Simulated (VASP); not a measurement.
# Ta2Mo in VASP: single point with PBE

Aim: the single point of Ta2Mo with PBE.

Program: VASP 6.6.1. These are calculated values, not measurements. Logs are shortened: lines on timing, memory, paths and dates and some standing lists are left out, and cuts for length are marked.

## 1. The cell of the first run

The typed cell holds 6 atoms: a = 6.241 Å, b = 4.484 Å, c = 4.395 Å, α = 90.00°, β = 90.00°, γ = 90.00°.

## 2. Single point, PBE

INCAR reads:

```
SYSTEM = Ta2Mo
ALGO = Fast
EDIFF = 1E-6
ENCUT = 520
GGA = PE
ISIF = 2
ISMEAR = 0
LASPH = .TRUE.
LCHARG = .FALSE.
LREAL = .FALSE.
LWAVE = .FALSE.
NBANDS = 45
NELM = 60
PREC = Accurate
SIGMA = 0.1
```

KPOINTS reads:

```
k-points
0
G
  4 4 6
  0 0 0
```

POSCAR reads:

```
Ta2Mo
1.0
    6.2408337693      0.0000000000      0.0000000000
    0.0000000000      4.4841608244      0.0000000000
    0.0000000000      0.0000000000      4.3947760360
Ta Mo
4 2
Direct
    0.2507271949      0.9999203448      0.5000000000
    0.7507271949      0.5000796552      0.0000000000
    0.7492728051      0.0000796552      0.5000000000
    0.2492728051      0.4999203448      0.0000000000
    0.5000000000      0.5000000000      0.5000000000
    0.0000000000      0.0000000000      0.0000000000
```

Potentials or basis: VASP PAW PBE potentials, release 64 (Ta_pv, Mo_sv).

On the command line:

```
$ cat potpaw_PBE.64/Ta_pv/POTCAR potpaw_PBE.64/Mo_sv/POTCAR > POTCAR
$ mpirun -np 1 vasp_std > vasp.out
```

OUTCAR:

```text
SYSTEM = Ta2Mo
   EDIFF = 1E-6
   ENCUT = 520
   GGA = PE
   ISIF = 2
   ISMEAR = 0
   LASPH = .TRUE.
   LREAL = .FALSE.
   NELM = 60
   PREC = Accurate

 ion  position               nearest neighbor table
   1  0.251  1.000  0.500-   6 2.70   6 2.70   5 2.73   5 2.73   3 3.11   3 3.13   4 3.14   4 3.14
                             4 3.14   4 3.14
   2  0.751  0.500  0.000-   5 2.70   5 2.70   6 2.73   6 2.73   4 3.11   4 3.13   3 3.14   3 3.14
                             3 3.14   3 3.14
   3  0.749  0.000  0.500-   6 2.70   6 2.70   5 2.73   5 2.73   1 3.11   1 3.13   2 3.14   2 3.14
                             2 3.14   2 3.14
   4  0.249  0.500  0.000-   5 2.70   5 2.70   6 2.73   6 2.73   2 3.11   2 3.13   1 3.14   1 3.14
                             1 3.14   1 3.14
   5  0.500  0.500  0.500-   2 2.70   4 2.70   2 2.70   4 2.70   3 2.73   1 2.73   3 2.73   1 2.73

   6  0.000  0.000  0.000-   1 2.70   3 2.70   1 2.70   3 2.70   2 2.73   4 2.73   2 2.73   4 2.73

  LATTYP: Found a simple orthorhombic cell.
 ALAT       =     4.3947760360
 B/A-ratio  =     1.0203388723
 C/A-ratio  =     1.4200572949

  Lattice vectors:

 A1 = (   0.0000000000,   0.0000000000,  -4.3947760360)
 A2 = (   0.0000000000,   4.4841608244,   0.0000000000)
 A3 = (   6.2408337693,   0.0000000000,   0.0000000000)

Analysis of symmetry for initial positions (statically):
=====================================================================
 Subroutine PRICEL returns:
 Original cell was already a primitive cell.

 Routine SETGRP: Setting up the symmetry group for a
 simple orthorhombic supercell.

 Subroutine GETGRP returns: Found  8 space group operations
 (whereof  4 operations were pure point group operations)
 out of a pool of  8 trial point group operations.

The static configuration has the point symmetry C_2h.
 The point group associated with its full space group is D_2h.

Analysis of symmetry for dynamics (positions and initial velocities):
=====================================================================
 Subroutine PRICEL returns:
 Original cell was already a primitive cell.

 Routine SETGRP: Setting up the symmetry group for a
 simple orthorhombic supercell.

 Subroutine GETGRP returns: Found  8 space group operations
 (whereof  4 operations were pure point group operations)
 out of a pool of  8 trial point group operations.

The dynamic configuration has the point symmetry C_2h.
 The point group associated with its full space group is D_2h.

[... 109 lines left out ...]
   NSW    =      0    number of steps for IOM
   IBRION =     -1    ionic relax: 0-MD 1-quasi-New 2-CG
   NFREE  =      0    steps in history (QN), initial steepest desc. (CG)
   ISIF   =      2    stress and relaxation
   ISYM   =      2    0-nonsym 1-usesym 2-fastsym
   POTIM  = 0.5000    time-step for ionic-motion
   TEBEG  =    0.0;   TEEND  =   0.0 temperature during run
   PSTRESS=    0.0 pullay stress
   NELECT =      72.0000    total number of electrons
   NUPDOWN=      -1.0000    fix difference up-down
   EMIN   =  10.00;   EMAX   =-10.00  energy-range for DOS
   EFERMI =   0.00;   METHOD = LEGACY
   ISMEAR =     0;   SIGMA  =   0.10  broadening in eV -4-tet -1-fermi 0-gaus
   EFERMI_NEDOS =   21; number of points for ismear=-14 and -15
   IALGO  =     68    algorithm
   IMIX   =      4    mixing-type and parameters
     AMIX     =   0.40;   BMIX     =  1.00
     AMIX_MAG =   1.60;   BMIX_MAG =  1.00
  volume/ion in A,a.u.               =      20.50       138.33
  Fermi-wavevector in a.u.,A,eV,Ry     =   1.369511  2.588000 25.518543  1.875560
  Thomas-Fermi vector in A             =   2.495380
   LORBIT       =      0    0 simple, 1 ext, 2 COOP (PROOUT), +10 PAW based schemes
   GGA     = PE    functional components
   LHFCALC =     F    Hartree Fock is set to
   AEXX    =    0.0000 exact exchange contribution
   IVDW    =     0    specifies the selected vdW correction
   LEPSILON=     F    determine dielectric tensor
   LRPA    =     F    only Hartree local field effects (RPA)
 non-spin polarized calculation
 RMM-DIIS sequential band-by-band and
 Gauss-broadening in eV      SIGMA  =   0.10
  energy-cutoff  :      520.00
  volume of cell :      122.99
 maximum number of plane-waves:      3336
 NGX is ok and might be reduce to    48
   NGX = 23   NGY = 17   NGZ = 17

 number of electron      72.0000004 magnetization

 Free energy of the ion-electron system (eV)
  ---------------------------------------------------
  ext. energy  EPLUGINS =         0.00000000
  ---------------------------------------------------
  free energy    TOTEN  =       -65.26537692 eV

  energy without entropy =      -65.21832738  energy(sigma->0) =      -65.24185215

 E-fermi :   5.9789     XC(G=0): -11.7315

 val. band max:        5.9538426650   @ k =   0.5000   0.5000   0.1667
 cond. band min:       5.9827917170   @ k =   0.2500   0.2500   0.3333
 fundamental gap:      0.0289490520
 Fermi energy:         5.9789444575

 k-point     1 :       0.0000    0.0000    0.0000
  band No.  band energies     occupation
      1     -53.9884      2.00000
      2     -53.9867      2.00000
      3     -28.9711      2.00000
      4     -28.9486      2.00000
      5     -28.6422      2.00000
      6     -28.6050      2.00000
[... 1141 lines left out ...]
     44       7.8738      0.00000
     45       8.6778      0.00000

 [... further k-points ...]

------------------------ aborting loop because EDIFF is reached ----------------------------------------

  FORCE on cell =-STRESS in cart. coord.  units (eV):
  Direction    XX          YY          ZZ          XY          YZ          ZX
  --------------------------------------------------------------------------------------
  -------------------------------------------------------------------------------------
  Total        0.1103962     -0.1303843      0.3544637      0.0000000      0.0000000      0.0000000
  in kB        1.4381495     -1.6985379      4.6176586      0.0000000      0.0000000      0.0000000
  external PRESSURE =       1.4524234 kB  Pullay stress =       0.0000000 kB

 VOLUME and BASIS-vectors are now :
 -----------------------------------------------------------------------------
  energy-cutoff  :      520.00
  volume of cell :      122.99
      direct lattice vectors                 reciprocal lattice vectors
     6.240833769  0.000000000  0.000000000     0.160235000  0.000000000  0.000000000
     0.000000000  4.484160824  0.000000000     0.000000000  0.223007167  0.000000000
     0.000000000  0.000000000  4.394776036     0.000000000  0.000000000  0.227542881

 POSITION                                       TOTAL-FORCE (eV/Angst)
 -----------------------------------------------------------------------------------
      1.56475      4.48380      2.19739         0.005485      0.000741      0.000000
      4.68516      2.24244      0.00000         0.005485     -0.000741      0.000000
      4.67609      0.00036      2.19739        -0.005485     -0.000741     -0.000000
      1.55567      2.24172      0.00000        -0.005485      0.000741      0.000000
      3.12042      2.24208      2.19739         0.000000     -0.000000      0.000000
      0.00000      0.00000      0.00000         0.000000     -0.000000      0.000000
 -----------------------------------------------------------------------------------
    total drift:                                0.000000     -0.000000      0.000000

  FREE ENERGIE OF THE ION-ELECTRON SYSTEM (eV)
  ---------------------------------------------------
  free  energy   TOTEN  =       -65.2653769172 eV

  energy  without entropy=      -65.2183273814  energy(sigma->0) =      -65.24185215
```

Run time: 2.1 min. Hardware: 1 thread of Intel Xeon 6975P-C (Granite Rapids), shared host; peak memory 0.33 GiB.

What came out:

- Free energy: -65.2654 eV
- Pressure: 0.1 GPa
- Largest force: 0.006 eV/Å
- Band gap on the k mesh: zero (bands 36 and 37 overlap by 1.01 eV)

Forces in eV/Å, atoms in the order of the input:
```
Ta   0.005  0.001  0.000
Ta   0.005 -0.001  0.000
Ta  -0.005 -0.001  0.000
Ta  -0.005  0.001  0.000
Mo   0.000  0.000  0.000
Mo   0.000  0.000  0.000
```

Caveat: spin-orbit coupling is left out, which moves the levels of the heavy elements.
